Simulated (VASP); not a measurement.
# MgO (P-6m2) in VASP: single point with r2SCAN

Aim: the single point of MgO with r2SCAN.

Everything below comes from runs of VASP 6.6.1. Logs are shortened: lines on timing, memory, paths and dates and some standing lists are left out, and cuts for length are marked.

### Step 1. The cell of the first run

It takes space group P-6m2 (No. 187, hexagonal). The conventional cell has a = 2.938 Å, b = 2.938 Å, c = 2.680 Å, α = 90.00°, β = 90.00°, γ = 120.00°. Mg (site symmetry -6m2) has 6 O at 2.16 Å and 8 Mg at 2.68 to 2.94 Å within 3.0 Å. O (site symmetry -6m2) has 6 Mg at 2.16 Å and 8 O at 2.68 to 2.94 Å within 3.0 Å.

### Step 2. Single point, r2SCAN

Input file POSCAR:

```
MgO
1.0
    2.9380209034      0.0000000000      0.0000000000
   -1.4690104517      2.5444007392      0.0000000000
    0.0000000000      0.0000000000      2.6796800000
Mg O
1 1
Direct
    0.0000000000      0.0000000000      0.0000000000
    0.3333333300      0.6666666700      0.5000000000
```

Input file INCAR.step1:

```
SYSTEM = MgO
PREC = Accurate
ENCUT = 920
ISMEAR = 0
SIGMA = 0.1
LREAL = .False.
LASPH = .True.
NELM = 120
NBANDS = 15
GGA = PE
ALGO = Normal
EDIFF = 1E-5
LWAVE = .True.
LCHARG = .False.
GGA_COMPAT = .False.
```

Input file INCAR.step2:

```
SYSTEM = MgO
PREC = Accurate
ENCUT = 920
EDIFF = 1E-6
ISMEAR = 0
SIGMA = 0.1
LREAL = .False.
LASPH = .True.
NELM = 120
ALGO = Normal
ISIF = 2
LWAVE = .False.
LCHARG = .False.
METAGGA = R2SCAN
LMIXTAU = .True.
NBANDS = 15
ISTART = 1
GGA_COMPAT = .False.
```

Input file KPOINTS:

```
regular mesh
0
Gamma
  9 9 6
  0 0 0
```

Potentials or basis: VASP PAW PBE potentials, release 64 (Mg_sv, O).

Launch:

```
$ cat potpaw_PBE.64/Mg_sv/POTCAR potpaw_PBE.64/O/POTCAR > POTCAR
$ cp INCAR.step1 INCAR
$ mpirun -np 1 vasp_std > vasp.out
$ cp INCAR.step2 INCAR
$ mpirun -np 1 vasp_std > vasp.out
```

OUTCAR:

```text
SYSTEM = MgO
   PREC = Accurate
   ENCUT = 920
   EDIFF = 1E-6
   ISMEAR = 0
   LREAL = .False.
   LASPH = .True.
   NELM = 120
   ISIF = 2
   METAGGA = R2SCAN
   ISTART = 1

 ion  position               nearest neighbor table
   1  0.000  0.000  0.000-
   2  0.333  0.667  0.500-

  LATTYP: Found a hexagonal cell.
 ALAT       =     2.9380209034
 C/A-ratio  =     0.9120697531

  Lattice vectors:

 A1 = (   2.9380209034,   0.0000000000,   0.0000000000)
 A2 = (  -1.4690104517,   2.5444007392,   0.0000000000)
 A3 = (   0.0000000000,   0.0000000000,   2.6796800000)

Analysis of symmetry for initial positions (statically):
=====================================================================
 Subroutine PRICEL returns:
 Original cell was already a primitive cell.

 Routine SETGRP: Setting up the symmetry group for a
 hexagonal supercell.

 Subroutine GETGRP returns: Found 12 space group operations
 (whereof 12 operations were pure point group operations)
 out of a pool of 24 trial point group operations.

The static configuration has the point symmetry D_3h.

Analysis of symmetry for dynamics (positions and initial velocities):
=====================================================================
 Subroutine PRICEL returns:
 Original cell was already a primitive cell.

 Routine SETGRP: Setting up the symmetry group for a
 hexagonal supercell.

 Subroutine GETGRP returns: Found 12 space group operations
 (whereof 12 operations were pure point group operations)
 out of a pool of 24 trial point group operations.

The dynamic configuration has the point symmetry D_3h.

 Subroutine INISYM returns: Found 12 space group operations
 (whereof 12 operations are pure point group operations),
 and found     1 'primitive' translations

----------------------------------------------------------------------------------------

                                     Primitive cell

  volume of cell :      20.0320

  direct lattice vectors                    reciprocal lattice vectors
     2.938020903  0.000000000  0.000000000     0.340365175  0.196509926  0.000000000
    -1.469010452  2.544400739  0.000000000     0.000000000  0.393019851  0.000000000
     0.000000000  0.000000000  2.679680000     0.000000000  0.000000000  0.373178887

  length of vectors
     2.938020903  2.938020903  2.679680000     0.393019851  0.393019851  0.373178887

  position of ions in fractional coordinates (direct lattice)
     0.000000000  0.000000000  0.000000000
[... 83 lines left out ...]
   NFREE  =      0    steps in history (QN), initial steepest desc. (CG)
   ISIF   =      2    stress and relaxation
   ISYM   =      2    0-nonsym 1-usesym 2-fastsym
   POTIM  = 0.5000    time-step for ionic-motion
   TEBEG  =    0.0;   TEEND  =   0.0 temperature during run
   PSTRESS=    0.0 pullay stress
   NELECT =      16.0000    total number of electrons
   NUPDOWN=      -1.0000    fix difference up-down
   EMIN   =  10.00;   EMAX   =-10.00  energy-range for DOS
   EFERMI =   0.00;   METHOD = LEGACY
   ISMEAR =     0;   SIGMA  =   0.10  broadening in eV -4-tet -1-fermi 0-gaus
   EFERMI_NEDOS =   21; number of points for ismear=-14 and -15
   IALGO  =     38    algorithm
   IMIX   =      4    mixing-type and parameters
     AMIX     =   0.40;   BMIX     =  1.00
     AMIX_MAG =   1.60;   BMIX_MAG =  1.00
  volume/ion in A,a.u.               =      10.02        67.59
  Fermi-wavevector in a.u.,A,eV,Ry     =   1.518939  2.870379 31.391038  2.307176
  Thomas-Fermi vector in A             =   2.627992
   LORBIT       =      0    0 simple, 1 ext, 2 COOP (PROOUT), +10 PAW based schemes
   METAGGA = R2SCAN    functional components
   LHFCALC =     F    Hartree Fock is set to
   AEXX    =    0.0000 exact exchange contribution
   IVDW    =     0    specifies the selected vdW correction
   LEPSILON=     F    determine dielectric tensor
   LRPA    =     F    only Hartree local field effects (RPA)
 non-spin polarized calculation
 Gauss-broadening in eV      SIGMA  =   0.10
  energy-cutoff  :      920.00
  volume of cell :       20.03
 maximum number of plane-waves:      1310
 NGX is ok and might be reduce to    30
   NGX = 15   NGY = 15   NGZ = 13

 number of electron      16.0000009 magnetization

 Free energy of the ion-electron system (eV)
  ---------------------------------------------------
  ext. energy  EPLUGINS =         0.00000000
  ---------------------------------------------------
  free energy    TOTEN  =       -15.40436662 eV

  energy without entropy =      -15.40436662  energy(sigma->0) =      -15.40436662

 E-fermi :   3.3765     XC(G=0): -11.6333

 val. band max:        2.6963389425   @ k =   0.3333   0.3333   0.0000
 cond. band min:       6.4988207882   @ k =   0.0000   0.0000   0.0000
 fundamental gap:      3.8024818456
 Fermi energy:         3.3764571942

 k-point     1 :       0.0000    0.0000    0.0000
  band No.  band energies     occupation
      1     -73.4100      2.00000
      2     -38.5117      2.00000
      3     -38.5117      2.00000
      4     -38.4493      2.00000
      5     -15.6869      2.00000
      6       2.0736      2.00000
      7       2.0736      2.00000
      8       2.2904      2.00000
      9       6.4988      0.00000
     10      15.6046      0.00000
     11      19.3357      0.00000
     12      19.3357      0.00000
     13      23.8439      0.00000
     14      25.0075      0.00000
[... 401 lines left out ...]
      2     -38.5586      2.00000
      3     -38.5513      2.00000
      4     -38.4658      2.00000
      5     -14.3790      2.00000
      6      -0.7280      2.00000
      7      -0.7109      2.00000
      8       1.6482      2.00000
      9      11.5992      0.00000
     10      15.2513      0.00000
     11      16.6433      0.00000
     12      20.1894      0.00000
     13      20.7398      0.00000
     14      25.5182      0.00000
     15      29.3976      0.00000

 [... further k-points ...]
[... 5 lines left out ...]
  --------------------------------------------------------------------------------------
  -------------------------------------------------------------------------------------
  Total       -0.5898982     -0.5898982     -0.6643880      0.0000000      0.0000000      0.0000000
  in kB      -47.1806949    -47.1806949    -53.1384675      0.0000000      0.0000000      0.0000000
  external PRESSURE =     -49.1666191 kB  Pullay stress =       0.0000000 kB

 VOLUME and BASIS-vectors are now :
 -----------------------------------------------------------------------------
  energy-cutoff  :      920.00
  volume of cell :       20.03
      direct lattice vectors                 reciprocal lattice vectors
     2.938020903  0.000000000  0.000000000     0.340365175  0.196509926  0.000000000
    -1.469010452  2.544400739  0.000000000     0.000000000  0.393019851  0.000000000
     0.000000000  0.000000000  2.679680000     0.000000000  0.000000000  0.373178887

 POSITION                                       TOTAL-FORCE (eV/Angst)
 -----------------------------------------------------------------------------------
      0.00000      0.00000      0.00000         0.000000     -0.000000      0.000000
     -0.00000      1.69627      1.33984        -0.000000      0.000000      0.000000
 -----------------------------------------------------------------------------------
    total drift:                                0.000017     -0.000010     -0.000000

  FREE ENERGIE OF THE ION-ELECTRON SYSTEM (eV)
  ---------------------------------------------------
  free  energy   TOTEN  =       -15.4043666229 eV

  energy  without entropy=      -15.4043666229  energy(sigma->0) =      -15.40436662
```

OSZICAR.step1:

```text
N       E                     dE             d eps       ncg     rms          rms(c)
DAV:   1     0.163100905595E+03    0.16310E+03   -0.14052E+04  1440   0.186E+03
DAV:   2    -0.684351624876E+01   -0.16994E+03   -0.15921E+03  1762   0.444E+02
DAV:   3    -0.129120368791E+02   -0.60685E+01   -0.60359E+01  1907   0.799E+01
DAV:   4    -0.130045948170E+02   -0.92558E-01   -0.92550E-01  1601   0.980E+00
DAV:   5    -0.130064621143E+02   -0.18673E-02   -0.18673E-02  1875   0.112E+00    0.881E+00
DAV:   6    -0.112633099212E+02    0.17432E+01   -0.25688E+00  1468   0.152E+01    0.294E+00
DAV:   7    -0.112313472642E+02    0.31963E-01   -0.14518E-01  1664   0.350E+00    0.176E+00
DAV:   8    -0.112098380350E+02    0.21509E-01   -0.50940E-02  1783   0.242E+00    0.375E-01
DAV:   9    -0.112086076888E+02    0.12303E-02   -0.44631E-03  1643   0.593E-01    0.116E-01
DAV:  10    -0.112088611092E+02   -0.25342E-03   -0.30275E-04  1594   0.208E-01    0.614E-02
DAV:  11    -0.112088480828E+02    0.13026E-04   -0.32973E-05  1832   0.666E-02    0.646E-03
DAV:  12    -0.112088487256E+02   -0.64280E-06   -0.20227E-06  1056   0.193E-02
   1 F= -.11208849E+02 E0= -.11208849E+02  d E =-.247011E-17
```

Run time: 1.8 min. Hardware: 1 thread of Intel Xeon Platinum 8259CL at 2.50GHz (Skylake/Cascade Lake), shared host; peak memory 0.18 GiB.

Results:

```
Free energy            : -15.4044 eV
Pressure               : -4.9 GPa
Band gap on the k mesh : 3.80 eV (least direct gap 4.21 eV)
```

Levels at points of the mesh, in eV from the valence-band top:
```tsv
k point	band 6	band 7	band 8	band 9	band 10	band 11
(0.00, 0.00, 0.00)	-0.62	-0.62	-0.41	3.80	12.91	16.64
(0.00, 0.00, 0.50)	-5.33	-0.10	-0.10	9.21	9.95	18.62
```

Caveat: the cell stands under tension; the PAW data sets were made with another functional, which shifts forces and pressure a little. A k mesh can miss the band edges.
